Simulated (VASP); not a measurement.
Input of a VASP 6.6.1 run:

The input INCAR:

```
PREC = Accurate ; ENCUT = 600
EDIFF = 1E-6 ; ISMEAR = 0
SIGMA = 0.1 ; LREAL = False
LASPH = True ; NELM = 80
ALGO = Fast ; ISIF = 3
LWAVE = False ; LCHARG = False
GGA = PE ; IBRION = 2
NSW = 100 ; EDIFFG = -0.01
```

File KPOINTS:

```
regular mesh
0
Gamma
  6 6 6
```

Contents of POSCAR:

```
KAl2
1.0
    6.3971306181      0.0000000000      0.0000000000
    0.0000000000      6.3971306181      0.0000000000
    0.0000000000      0.0000000000      6.5575621417
K Al
2 4
Direct
    0.0000000000      0.0000000000      0.0000000000
    0.5000000000      0.5000000000      0.5000000000
    0.3573690448      0.3573690448      0.0000000000
    0.1426309552      0.8573690448      0.5000000000
    0.6426309552      0.6426309552      0.0000000000
    0.8573690448      0.1426309552      0.5000000000
```

Potentials or basis: VASP PAW PBE potentials, release 64 (K_sv, Al).

Launch:

```sh
$ cat potpaw_PBE.64/K_sv/POTCAR potpaw_PBE.64/Al/POTCAR > POTCAR
$ mpirun -np 1 vasp_std > vasp.out
```

(1) Predict the relaxed cell.

(2) Estimate the band gap on the k mesh.

(3) What does it give for the space group after relaxing (to 0.05 Å)?

Answers

(1) a = 6.384 Å, b = 6.384 Å, c = 6.554 Å, α = 90.00°, β = 90.00°, γ = 90.00°.

(2) zero (band 15 reaches 0.85 eV, above the bottom of band 16 at -0.34 eV).

(3) P4_2/mnm (No. 136).
